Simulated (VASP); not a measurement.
## Ta6Si: single point with PBE

The system is Ta6Si, a slab with vacuum.

```
CELL_PARAMETERS angstrom
4.69373 0.00000 0.00000
-2.34686 4.06489 0.00000
0.00000 0.00000 21.48819
ATOMIC_POSITIONS crystal
Ta 0.66667 0.33333 0.18615
Ta 0.33333 0.66667 0.23074
Ta 0.00000 0.00000 0.27532
Ta 0.66667 0.33333 0.31644
Ta 0.33333 0.66667 0.35531
Ta 0.00000 0.00000 0.39502
Si 0.22222 0.77778 0.55185
```

* Program: VASP 6.6.1
* Task: single point
* Functional: PBE
* Potentials or basis: VASP PAW PBE potentials, release 64 (Ta_pv, Si)
* Cutoff: 400 eV
* k mesh: 6 × 6 × 1
* Occupations: gaussian, width 0.1 eV
* Spin: collinear spin
* Starting moments: [0.0, 0.0, 0.0, 0.0, 0.0, 0.0, 2.0] μB

```json
{
  "Largest force": "1.866 eV/Å",
  "Net moment": "0.17 μB per cell",
  "Site moments": "Ta -0.02, -0.00, +0.01, -0.01, -0.03 (each value once); Si +0.07 μB",
  "Valence electrons inside the program's atomic spheres": "Ta 8.76, 8.95, 8.94, 8.89, 8.99, 8.84; Si 1.45"
}
```

Forces on the atoms (eV/Å):
```
Ta  -0.046  0.027  1.806
Ta   0.011 -0.006 -0.241
Ta   0.077 -0.045 -1.863
Ta  -0.035  0.020 -0.150
Ta  -0.163  0.094  0.603
Ta   0.234 -0.135  1.000
Si  -0.078  0.045 -1.154
```

Levels at points of the mesh, in eV from the Fermi level:
Spin up:
| k point | band 32 | band 33 | band 34 | band 35 | band 36 | band 37 | band 38 | band 39 |
| --- | --- | --- | --- | --- | --- | --- | --- | --- |
| (0.00, 0.00, 0.00) | -0.81 | -0.55 | -0.32 | -0.31 | 0.20 | 0.33 | 0.34 | 1.17 |
| (0.50, 0.00, 0.00) | -0.83 | -0.72 | -0.46 | -0.19 | 0.04 | 0.39 | 0.71 | 0.76 |
| (0.50, 0.50, 0.00) | -0.83 | -0.74 | -0.59 | -0.19 | 0.07 | 0.45 | 0.70 | 0.72 |
Spin down:
| k point | band 33 | band 34 | band 35 | band 36 | band 37 | band 38 |
| --- | --- | --- | --- | --- | --- | --- |
| (0.00, 0.00, 0.00) | -0.41 | -0.33 | -0.32 | 0.19 | 0.32 | 0.33 |
| (0.50, 0.00, 0.00) | -0.68 | -0.37 | -0.21 | 0.11 | 0.39 | 0.75 |
| (0.50, 0.50, 0.00) | -0.66 | -0.56 | -0.21 | 0.11 | 0.44 | 0.74 |

Run time: 12 min on 1 thread of Intel(R) Xeon(R) 6975P-C (Granite Rapids), with other jobs on the host, peak memory 0.61 GiB.

Caveat: spin-orbit coupling is left out, which moves the levels of the heavy elements.
